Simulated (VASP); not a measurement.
CoO: single point with PBEsol+D4

CoO:

```
CELL_PARAMETERS angstrom
0.00000 2.14562 2.14562
2.14562 0.00000 2.14562
2.14562 2.14562 0.00000
ATOMIC_POSITIONS crystal
Co 0.00000 0.00000 0.00000
O 0.50000 0.50000 0.50000
```

| Item | Value |
| --- | --- |
| Program | VASP 6.6.1 |
| Task | single point |
| Functional | PBEsol |
| Dispersion | D4 |
| Potentials or basis | VASP PAW PBE potentials, release 64 (Co_sv, O) |
| Cutoff | 600 eV |
| k mesh | 11 × 11 × 11 |
| Occupations | fermi-dirac, width 0.05 eV |
| Spin | collinear spin, ferromagnetic start |
| Starting moments | [2.0, 0.0] μB |

```json
{
 "Pressure": "-17.9 GPa",
 "Band gap on the k mesh": "zero (filled and empty bands overlap)",
 "Net moment": "2.98 μB per cell",
 "Site moments": "Co +2.55; O +0.32 μB",
 "Valence electrons inside the program's atomic spheres": "Co 14.85; O 4.94",
 "Dispersion energy per atom": "-0.155 eV"
}
```

Levels at points of the mesh, in eV from the Fermi level:
Spin up:
```tsv
k point	band 10	band 11	band 12	band 13	band 14	band 15	band 16	band 17
(0.00, 0.00, 0.00)	-3.18	-3.14	-3.14	-3.14	0.66	16.40	17.63	17.63
```
Spin down:
```csv
k point,band 7,band 8,band 9,band 10,band 11,band 12,band 13,band 14
"(0.00, 0.00, 0.00)",-2.56,-2.56,-1.07,-1.07,-1.07,-0.09,-0.09,1.22
```

It took 22 s on 1 thread of Intel(R) Xeon(R) 6975P-C (Granite Rapids) (shared host), peak memory 0.17 GiB.

Caveat: the PAW data sets were made with another functional, which shifts forces and pressure a little; a cell with one magnetic atom can't hold antiferromagnetic order, which such compounds often take; semilocal functionals often make such compounds metallic where correlation or magnetic order opens a gap, which also shifts bond lengths; pairwise dispersion overbinds metals, which lowers pressure and volume. With open d or f shells a metallic result of PBEsol can be an artefact of self-interaction; +U or a hybrid may open a gap.
